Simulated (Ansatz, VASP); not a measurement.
One calculation of W, two programs

INCAR

```
SYSTEM = W
PREC = Accurate ; ENCUT = 520
EDIFF = 1E-7 ; ISMEAR = 0
SIGMA = 0.15 ; LREAL = .FALSE.
LASPH = .TRUE. ; NELM = 100
ALGO = Fast ; ISIF = 2
LWAVE = .FALSE. ; LCHARG = .FALSE.
GGA = PE ; NBANDS = 13
```

Contents of KPOINTS:

```
Automatic mesh
0
G
  20 20 20
  0 0 0
```

POSCAR

```
W
1.0
    0.0000000000      2.0300000000      2.1112000000
    2.0300000000      0.0000000000      2.1112000000
    2.0300000000      2.0300000000      0.0000000000
W
1
Direct
    0.0000000000      0.0000000000      0.0000000000
```

Input for Ansatz:

```yaml
crystal:
  lattice:
    - [0.0, 2.03, 2.1112]
    - [2.03, 0.0, 2.1112]
    - [2.03, 2.03, 0.0]
  atoms:
    - { symbol: W, position: [0.0, 0.0, 0.0] }
basis:
  ecutwfc: 420
kpoints:
  mp_grid: { grid: [20, 20, 20] }
hamiltonian:
  xc: pbe
scf:
  occupations: { method: gaussian, width: 0.15 }
output:
  forces: true
  stress: true
  eigenvalues: true
```

Change from the starting cell: strain +0.0400 x Voigt [0, 0, 1, 0, 0, 0], atoms carried along.

Alike in both runs: task single point; functional PBE; k mesh 20 × 20 × 20; occupations gaussian, width 0.15 eV; no spin polarisation.

|  | VASP | Ansatz |
| --- | --- | --- |
| version | VASP 6.6.1 | Ansatz 0.2.0 |
| potentials or method | VASP PAW PBE potentials, release 64 (W_sv), cutoff 520 eV | scalar-relativistic, plane waves, PAW |
| valence electrons in the cell | 14 | 14 |

Ansatz gave:

```
gap on the k mesh at the Fermi level (eV)                     : none
pressure (GPa)                                                : -14.2
traceless stress, the component that is largest in VASP (GPa) : 5.97
```

Problem. Estimate VASP's values.

Solution. gap on the k mesh at the Fermi level (eV): none; pressure (GPa): -13.9; traceless stress, the component that is largest in VASP (GPa): 5.99.

A gap of «none» marks a metal or a gap that the smearing closes.

Spin-orbit coupling is off throughout.
